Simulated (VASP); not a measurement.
# ScAl3 (Immm) in VASP: further runs

The runs below take ScAl3 through single point, with PBE.

Program: VASP 6.6.1. These are calculated values, not measurements. Logs are shortened: lines on timing, memory, paths and dates and some standing lists are left out, and cuts for length are marked.

## 1. The cell of the first run

Symmetry: Immm, No. 71, orthorhombic system. Conventional cell: a = 4.081 Å, b = 5.831 Å, c = 6.253 Å, α = 90.00°, β = 90.00°, γ = 90.00°. Within 3.2 Å of Sc (site symmetry mmm) lie 6 Al at 2.39 to 2.92 Å. Within 2.5 Å of Al (site symmetry mm2) lie 2 Al at 1.89 to 2.47 Å and 2 Sc at 2.39 Å. Al (site symmetry mmm) has 2 Al at 1.89 Å within 2.5 Å.

## 2. Single point, PBE

INCAR

```
SYSTEM = ScAl3
ALGO = Normal
EDIFF = 1E-6
ENCUT = 520
GGA = PE
ISIF = 2
ISMEAR = 0
LASPH = .TRUE.
LCHARG = .TRUE.
LELF = .TRUE.
LREAL = .FALSE.
LVHAR = .TRUE.
LWAVE = .FALSE.
NBANDS = 18
NELM = 80
PREC = Accurate
SIGMA = 0.1
```

KPOINTS

```
k-points
0
G
  6 6 6
  0 0 0
```

POSCAR

```
ScAl3
1.0
   -2.0404710000      2.9154590600      3.1264595400
    2.0404710000     -2.9154590600      3.1264595400
    2.0404710000      2.9154590600     -3.1264595400
Sc Al
1 3
Direct
    0.5000000000      0.0000000000      0.5000000000
    0.6976541600      0.6976541600      0.0000000000
    0.3023458400      0.3023458400      0.0000000000
    0.0000000000      0.0000000000      0.0000000000
```

Potentials or basis: VASP PAW PBE potentials, release 64 (Sc_sv, Al).

Launch:

```
cat potpaw_PBE.64/Sc_sv/POTCAR potpaw_PBE.64/Al/POTCAR > POTCAR
mpirun -np 1 vasp_std > vasp.out
```

OUTCAR:

```text
SYSTEM = ScAl3
   EDIFF = 1E-6
   ENCUT = 520
   GGA = PE
   ISIF = 2
   ISMEAR = 0
   LASPH = .TRUE.
   LREAL = .FALSE.
   NELM = 80
   PREC = Accurate

 ion  position               nearest neighbor table
   1  0.500  0.000  0.500-   2 2.39   3 2.39   2 2.39   3 2.39   4 2.92   4 2.92
   2  0.698  0.698  0.000-   4 1.89   1 2.39   1 2.39   3 2.47
   3  0.302  0.302  0.000-   4 1.89   1 2.39   1 2.39   2 2.47
   4  0.000  0.000  0.000-   2 1.89   3 1.89   1 2.92   1 2.92

  LATTYP: Found a body centered orthorhombic cell.
 ALAT       =     4.0809420000
 B/A-ratio  =     1.4288167095
 C/A-ratio  =     1.5322244423

  Lattice vectors:

 A1 = (  -2.0404710000,   2.9154590600,   3.1264595400)
 A2 = (   2.0404710000,  -2.9154590600,   3.1264595400)
 A3 = (   2.0404710000,   2.9154590600,  -3.1264595400)

Analysis of symmetry for initial positions (statically):
=====================================================================
 Subroutine PRICEL returns:
 Original cell was already a primitive cell.

 Routine SETGRP: Setting up the symmetry group for a
 body centered orthorhombic supercell.

 Subroutine GETGRP returns: Found  8 space group operations
 (whereof  8 operations were pure point group operations)
 out of a pool of  8 trial point group operations.

The static configuration has the point symmetry D_2h.

Analysis of symmetry for dynamics (positions and initial velocities):
=====================================================================
 Subroutine PRICEL returns:
 Original cell was already a primitive cell.

 Routine SETGRP: Setting up the symmetry group for a
 body centered orthorhombic supercell.

 Subroutine GETGRP returns: Found  8 space group operations
 (whereof  8 operations were pure point group operations)
 out of a pool of  8 trial point group operations.

The dynamic configuration has the point symmetry D_2h.

 Subroutine INISYM returns: Found  8 space group operations
 (whereof  8 operations are pure point group operations),
 and found     1 'primitive' translations

----------------------------------------------------------------------------------------

                                     Primitive cell

  volume of cell :      74.3961

  direct lattice vectors                    reciprocal lattice vectors
    -2.040471000  2.915459060  3.126459540     0.000000000  0.171499579  0.159925306
     2.040471000 -2.915459060  3.126459540     0.245041463  0.000000000  0.159925306
     2.040471000  2.915459060 -3.126459540     0.245041463  0.171499579  0.000000000

  length of vectors
     4.736894836  4.736894836  4.736894836     0.234495648  0.292611385  0.299094340

  position of ions in fractional coordinates (direct lattice)
     0.500000000  0.000000000  0.500000000
     0.697654160  0.697654160  0.000000000
     0.302345840  0.302345840  0.000000000
     0.000000000  0.000000000  0.000000000

  ion indices of the primitive-cell ions
   primitive index   ion index
                 1           1
                 2           2
                 3           3
                 4           4

----------------------------------------------------------------------------------------

 KPOINTS: k-points

Automatic generation of k-mesh.
 Grid dimensions read from file:
 generate k-points for:    6    6    6

 Generating k-lattice:

  Cartesian coordinates                     Fractional coordinates (reciprocal lattice)
     0.000000000  0.028583263  0.026654218     0.166666667  0.000000000 -0.000000000
     0.040840244  0.000000000  0.026654218     0.000000000  0.166666667 -0.000000000
     0.040840244  0.028583263  0.000000000     0.000000000  0.000000000  0.166666667

  Length of vectors
     0.039082608  0.048768564  0.049849057

  Shift w.r.t. Gamma in fractional coordinates (k-lattice)
     0.000000000  0.000000000  0.000000000

 Subroutine IBZKPT returns following result:
 ===========================================

 Found     46 irreducible k-points:

 Following reciprocal coordinates:
            Coordinates               Weight
  0.000000  0.000000  0.000000      1.000000
  0.166667  0.000000 -0.000000      4.000000
  0.333333  0.000000 -0.000000      4.000000
  0.500000  0.000000 -0.000000      2.000000
 -0.000000  0.166667  0.000000      4.000000
  0.166667  0.166667  0.000000      8.000000
[... 16 lines left out ...]
 -0.166667  0.166667  0.166667      2.000000
  0.166667  0.333333  0.166667      4.000000
 [... further k-points ...]
   k-points           NKPTS =     46   k-points in BZ     NKDIM =     46   number of bands    NBANDS=     18
   number of dos      NEDOS =    301   number of ions     NIONS =      4
   total plane-waves  NPLWV =  46656
   dimension x,y,z NGX =    36 NGY =   36 NGZ =   36
   dimension x,y,z NGXF=    72 NGYF=   72 NGZF=   72
   ions per type =               1   3
   NGX,Y,Z   is equivalent  to a cutoff of  12.63, 12.63, 12.63 a.u.
   NGXF,Y,Z  is equivalent  to a cutoff of  25.27, 25.27, 25.27 a.u.
 SYSTEM =  ScAl3
   PREC   = accura    normal or accurate (medium, high low for compatibility)
   ISTART =      0    job   : 0-new  1-cont  2-samecut
   ICHARG =      2    charge: 1-file 2-atom 10-const
   ISPIN  =      1    spin polarized calculation?
   LNONCOLLINEAR =      F non collinear calculations
   LSORBIT =      F    spin-orbit coupling
   LASPH  =      T    aspherical Exc in radial PAW
   ENCUT  =  520.0 eV  38.22 Ry    6.18 a.u.   8.81  8.81  8.81*2*pi/ulx,y,z
   NELM   =     80;   NELMIN=  2; NELMDL= -5     # of ELM steps
   EDIFF  = 0.1E-05   stopping-criterion for ELM
   LREAL  =      F    real-space projection
   EDIFFG = 0.1E-04   stopping-criterion for IOM
   NSW    =      0    number of steps for IOM
   IBRION =     -1    ionic relax: 0-MD 1-quasi-New 2-CG
   NFREE  =      0    steps in history (QN), initial steepest desc. (CG)
   ISIF   =      2    stress and relaxation
   ISYM   =      2    0-nonsym 1-usesym 2-fastsym
   POTIM  = 0.5000    time-step for ionic-motion
   TEBEG  =    0.0;   TEEND  =   0.0 temperature during run
   PSTRESS=    0.0 pullay stress
   NELECT =      20.0000    total number of electrons
   NUPDOWN=      -1.0000    fix difference up-down
   EMIN   =  10.00;   EMAX   =-10.00  energy-range for DOS
   EFERMI =   0.00;   METHOD = LEGACY
   ISMEAR =     0;   SIGMA  =   0.10  broadening in eV -4-tet -1-fermi 0-gaus
   EFERMI_NEDOS =   21; number of points for ismear=-14 and -15
   IALGO  =     38    algorithm
   IMIX   =      4    mixing-type and parameters
     AMIX     =   0.40;   BMIX     =  1.00
     AMIX_MAG =   1.60;   BMIX_MAG =  1.00
  volume/ion in A,a.u.               =      18.60       125.51
  Fermi-wavevector in a.u.,A,eV,Ry     =   1.056578  1.996642 15.188951  1.116356
  Thomas-Fermi vector in A             =   2.191819
   LORBIT       =      0    0 simple, 1 ext, 2 COOP (PROOUT), +10 PAW based schemes
   GGA     = PE    functional components
   LHFCALC =     F    Hartree Fock is set to
   AEXX    =    0.0000 exact exchange contribution
   IVDW    =     0    specifies the selected vdW correction
   LEPSILON=     F    determine dielectric tensor
   LRPA    =     F    only Hartree local field effects (RPA)
 non-spin polarized calculation
 Gauss-broadening in eV      SIGMA  =   0.10
  energy-cutoff  :      520.00
  volume of cell :       74.40
 maximum number of plane-waves:      2021
   NGX = 17   NGY = 17   NGZ = 17

 number of electron      20.0000002 magnetization

 Free energy of the ion-electron system (eV)
  ---------------------------------------------------
  ext. energy  EPLUGINS =         0.00000000
  ---------------------------------------------------
  free energy    TOTEN  =        -8.02471621 eV

  energy without entropy =       -8.00957909  energy(sigma->0) =       -8.01714765

 E-fermi :   5.9033     XC(G=0):  -9.8078

 val. band max:        5.9005603524   @ k =   0.5000   0.1667  -0.0000
 cond. band min:       5.9168222091   @ k =   0.5000   0.5000   0.5000
 fundamental gap:      0.0162618567
 Fermi energy:         5.9033043156

 k-point     1 :       0.0000    0.0000    0.0000
  band No.  band energies     occupation
      1     -42.9446      2.00000
      2     -21.8863      2.00000
      3     -21.7287      2.00000
      4     -21.6261      2.00000
      5      -3.3692      2.00000
      6       1.9782      2.00000
[... 10 lines left out ...]
     17      10.3075      0.00000
     18      11.0389      0.00000

 k-point     2 :       0.1667    0.0000   -0.0000
  band No.  band energies     occupation
      1     -42.9445      2.00000
      2     -21.8866      2.00000
      3     -21.7298      2.00000
      4     -21.6271      2.00000
      5      -3.1496      2.00000
      6       1.1733      2.00000
[... 10 lines left out ...]
     17       9.9212      0.00000
     18      11.1134      0.00000

 k-point     3 :       0.3333    0.0000   -0.0000
  band No.  band energies     occupation
      1     -42.9444      2.00000
      2     -21.8872      2.00000
      3     -21.7321      2.00000
      4     -21.6291      2.00000
      5      -2.5086      2.00000
      6      -0.2044      2.00000
[... 10 lines left out ...]
     17      10.5525      0.00000
     18      11.4964      0.00000

 k-point     4 :       0.5000    0.0000   -0.0000
  band No.  band energies     occupation
      1     -42.9443      2.00000
      2     -21.8876      2.00000
      3     -21.7333      2.00000
      4     -21.6300      2.00000
      5      -1.5582      2.00000
      6      -1.4318      2.00000
[... 375 lines left out ...]
      4     -21.6280      2.00000
      5      -1.1236      2.00000
      6      -0.4361      2.00000
[... 10 lines left out ...]
     17      11.6449      0.00000
     18      11.6567      0.00000

 k-point    23 :      -0.1667    0.1667    0.1667
  band No.  band energies     occupation
      1     -42.9429      2.00000
      2     -21.9220      2.00000
      3     -21.7258      2.00000
      4     -21.6255      2.00000
      5      -2.4503      2.00000
      6       1.9197      2.00000
[... 10 lines left out ...]
     17      10.6925      0.00000
     18      11.1180      0.00000

 k-point    24 :       0.1667    0.3333    0.1667
  band No.  band energies     occupation
      1     -42.9422      2.00000
      2     -21.9342      2.00000
      3     -21.7264      2.00000
      4     -21.6271      2.00000
      5      -1.0003      2.00000
      6       0.0632      2.00000
[... 10 lines left out ...]
     17      11.7501      0.00000
     18      12.1475      0.00000

 [... further k-points ...]
[... 5 lines left out ...]
  --------------------------------------------------------------------------------------
  -------------------------------------------------------------------------------------
  Total       19.7578487     -4.0580416     47.4442305      0.0000000      0.0000000      0.0000000
  in kB      425.5004859    -87.3930495   1021.7480365      0.0000000      0.0000000      0.0000000
  external PRESSURE =     453.2851577 kB  Pullay stress =       0.0000000 kB

 VOLUME and BASIS-vectors are now :
 -----------------------------------------------------------------------------
  energy-cutoff  :      520.00
  volume of cell :       74.40
      direct lattice vectors                 reciprocal lattice vectors
    -2.040471000  2.915459060  3.126459540     0.000000000  0.171499579  0.159925306
     2.040471000 -2.915459060  3.126459540     0.245041463  0.000000000  0.159925306
     2.040471000  2.915459060 -3.126459540     0.245041463  0.171499579  0.000000000

 POSITION                                       TOTAL-FORCE (eV/Angst)
 -----------------------------------------------------------------------------------
      0.00000      2.91546      0.00000        -0.000000     -0.000000      0.000000
      0.00000      0.00000      4.36238         0.000000      0.000000     -7.040374
      0.00000      0.00000      1.89054        -0.000000      0.000000      7.040374
      0.00000      0.00000      0.00000        -0.000000     -0.000000      0.000000
 -----------------------------------------------------------------------------------
    total drift:                                0.000000      0.000000     -0.000000

  FREE ENERGIE OF THE ION-ELECTRON SYSTEM (eV)
  ---------------------------------------------------
  free  energy   TOTEN  =        -8.0247162062 eV

  energy  without entropy=       -8.0095790908  energy(sigma->0) =       -8.01714765
```

Run time: 25 s. Hardware: 1 thread of Intel Xeon 6975P-C (Granite Rapids), shared host; peak memory 0.23 GiB.

What came out:

```yaml
Free_energy: -8.0247 eV
Pressure: 45.3 GPa
Largest_force: 7.040 eV/Å
Band_gap_on_the_k_mesh: zero (band 10 reaches 7.10 eV, above the bottom of band 11 at 5.06 eV)
```

Forces on the atoms (eV/Å):
```
Sc   0.000  0.000  0.000
Al   0.000  0.000 -7.040
Al   0.000  0.000  7.040
Al   0.000  0.000  0.000
```

Caveat: forces of over 1 eV/Å act on the atoms, so gaps and moduli don't describe the material at rest.

## 3. Single point, PBE

This run uses another cell than the first one, of 26.66 Å³/atom, 1.433 times its volume.

INCAR

```
SYSTEM = ScAl3
  ALGO = Normal
  EDIFF = 1E-6
  ENCUT = 520
  GGA = PE
  ISIF = 2
  ISMEAR = 0
  LASPH = .True.
  LCHARG = .False.
  LREAL = .False.
  LWAVE = .False.
  NBANDS = 18
  NELM = 100
  PREC = Accurate
  SIGMA = 0.1
```

KPOINTS

```
k-points
0
Gamma
  6 6 6
  0 0 0
```

POSCAR

```
ScAl3
1.0
   -2.5618206827      2.6968624097      3.8588392891
    2.5618206827     -2.6968624097      3.8588392891
    2.5618206827      2.6968624097     -3.8588392891
Sc Al
1 3
Direct
    0.5000000000      0.0000000000      0.5000000000
    0.6742062287      0.6742062287      0.0000000000
    0.3257937713      0.3257937713      0.0000000000
    0.0000000000      0.0000000000      0.0000000000
```

Potentials or basis: VASP PAW PBE potentials, release 64 (Sc_sv, Al).

Launch:

```
cat potpaw_PBE.64/Sc_sv/POTCAR potpaw_PBE.64/Al/POTCAR > POTCAR
mpirun -np 1 vasp_std > vasp.out
```

Run time: 42 s. Hardware: 1 thread of Intel Xeon 6975P-C (Granite Rapids), shared host; peak memory 0.28 GiB.

The run converged. Its results:

* Free energy: -15.0527 eV
* Pressure: 0.1 GPa
* Largest force: 0.007 eV/Å
* Band gap on the k mesh: zero (band 10 reaches 4.08 eV, above the bottom of band 11 at 3.10 eV)

Forces in eV/Å, atoms in the order of the input:
```
Sc   0.000  0.000  0.000
Al   0.000  0.000 -0.007
Al   0.000  0.000  0.007
Al   0.000  0.000  0.000
```

Stress tensor (GPa, compression positive):
```
 0.22  0.00  0.00
 0.00 -0.01  0.00
 0.00  0.00  0.05
```

Levels at points of the mesh, in eV from the Fermi level:
```
           k point  band 7  band 8  band 9  band 10  band 11  band 12  band 13  band 14
(0.00, 0.00, 0.00)   -2.51   -0.78   -0.63     0.31     0.42     0.82     0.90     1.79
(0.50, 0.00, 0.00)   -2.15   -1.16   -0.76    -0.75     0.03     0.60     0.82     1.21
(0.00, 0.50, 0.00)   -1.61   -1.60   -1.02    -0.74    -0.24     0.19     1.17     1.33
(0.50, 0.50, 0.00)   -3.74   -3.34   -1.16    -0.77    -0.03     0.60     1.50     2.56
(0.50, 0.50, 0.50)   -5.16   -1.85   -1.52     0.67     0.97     1.34     1.35     1.95
```
